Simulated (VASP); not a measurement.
The system is InP.

```
In P
1.0
     0.00000    2.89089    2.89089
     2.89089    0.00000    2.89089
     2.89089    2.89089    0.00000
In P
1 1
Cartesian
  0.0000 0.0000 0.0000
  4.3363 4.3363 4.3363
```

Base run:

```yaml
Program: VASP 6.6.1
Functional: SVWN5
Potentials_or_basis: VASP PAW PBE potentials, release 64 (In_d, P)
Cutoff: 520 eV
k_mesh: 8 × 8 × 8
Occupations: fermi-dirac, width 0.05 eV
Spin: no spin polarisation
```

Its results: band gap on the k mesh 0.71 eV, direct; pressure 1.7 GPa.

**Question.** After a change of settings the same cell gave: band gap on the k mesh 0.92 eV, direct; pressure 16.2 GPa. Which change was it?
A. functional from SVWN5 to RPBE; dispersion from none to D4
B. functional from SVWN5 to LDA; potentials or basis from VASP PAW PBE potentials, release 64 (In_d, P) to VASP PAW LDA potentials, release 64 (In_d, P)
C. functional from SVWN5 to PBE exchange alone
D. functional from SVWN5 to BLYP; dispersion from none to D3(BJ)

**Answer.** C.

Caveats: spin-orbit coupling is left out, which moves the levels of the heavy elements; the PAW data sets were made with another functional, which shifts forces and pressure a little (some runs).
